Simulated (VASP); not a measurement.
Write the native input for VASP 6.6.1 that does the following.

| Quantity | Value |
| --- | --- |
| Task | single point |
| Functional | PBE |
| Potentials or basis | VASP PAW PBE potentials, release 64 (Eu) |
| Cutoff | 520 eV |
| k mesh | 14 × 14 × 14 |
| Occupations | gaussian, width 0.05 eV |
| Spin | collinear spin, ferromagnetic start |
| Starting moments | [7.72] μB |
| Dipole correction | no |
| Further INCAR settings | ALGO = Normal; EDIFF = 1e-06; NBANDS = 18 |

The structure of Eu lies in POSCAR:

```
Eu
1.0
   -2.1936230597      2.1936230597      2.1936230597
    2.1936230597     -2.1936230597      2.1936230597
    2.1936230597      2.1936230597     -2.1936230597
Eu
1
Direct
    0.0000000000      0.0000000000      0.0000000000
```

One way to write it, as run:

INCAR

```
SYSTEM = Eu
  ALGO = Normal
  EDIFF = 1E-6
  ENCUT = 520
  GGA = PE
  ISIF = 2
  ISMEAR = 0
  ISPIN = 2
  LASPH = .TRUE.
  LCHARG = .FALSE.
  LMAXMIX = 6
  LORBIT = 11
  LREAL = .FALSE.
  LWAVE = .FALSE.
  MAGMOM = 7.72
  NBANDS = 18
  NELM = 150
  PREC = Accurate
  SIGMA = 0.05
```

KPOINTS

```
k-points
0
G
  14 14 14
  0 0 0
```

Potentials or basis: VASP PAW PBE potentials, release 64 (Eu).

The run is started by

```bash
$ cat potpaw_PBE.64/Eu/POTCAR > POTCAR
$ mpirun -np 1 vasp_std > vasp.out
```

It gave:

The pressure is -0.3 GPa, the net moment is 7.23 μB per cell and the site moments are Eu +6.66 μB. The valence electrons inside the program's atomic spheres are Eu 14.73.

It took 5.9 min on 1 thread of Oxide Virtual Turin-like Processor (shared host), peak memory 0.24 GiB.
